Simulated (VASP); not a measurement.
Runs of VASP 6.6.1 on Ti2SeS. The structure is that of space group P-6m2 (No. 187), or close to it. The cells are those of the table. 

```tsv
task	level	cell	cutoff (eV)	gap on the mesh (eV)	pressure (GPa)
single point	PBE	a = 3.342, b = 3.342, c = 6.627 Å, angles 90.0, 90.0, 120.0°, 4 atoms	520	none	0.1
single point	r2SCAN	a = 3.342, b = 3.342, c = 6.627 Å, angles 90.0, 90.0, 120.0°, 4 atoms	520	none	(a)
relaxation of shape and atoms at fixed volume	PBE	relaxed from a = 3.268, b = 3.268, c = 6.517 Å, angles 90.0, 90.0, 120.0°, 4 atoms	600	none	9.0
single point	PBE	a = 3.261, b = 3.261, c = 6.543 Å, angles 90.0, 90.0, 120.0°, 4 atoms	520	none	9.0
```

Alike in all rows: potentials or basis VASP PAW PBE potentials, release 64 (Ti_sv, Se, S); no spin polarisation; k mesh 12 × 12 × 6; smearing gaussian 0.1 eV.

Fill in the values left out.

(a) -0.4.

Caveats: the PAW data sets were made with another functional, which shifts forces and pressure a little (some runs).

A k mesh can miss the band edges, and the runs leave out spin-orbit coupling on Se.

A gap of «none» marks levels without a gap at the run's occupations.
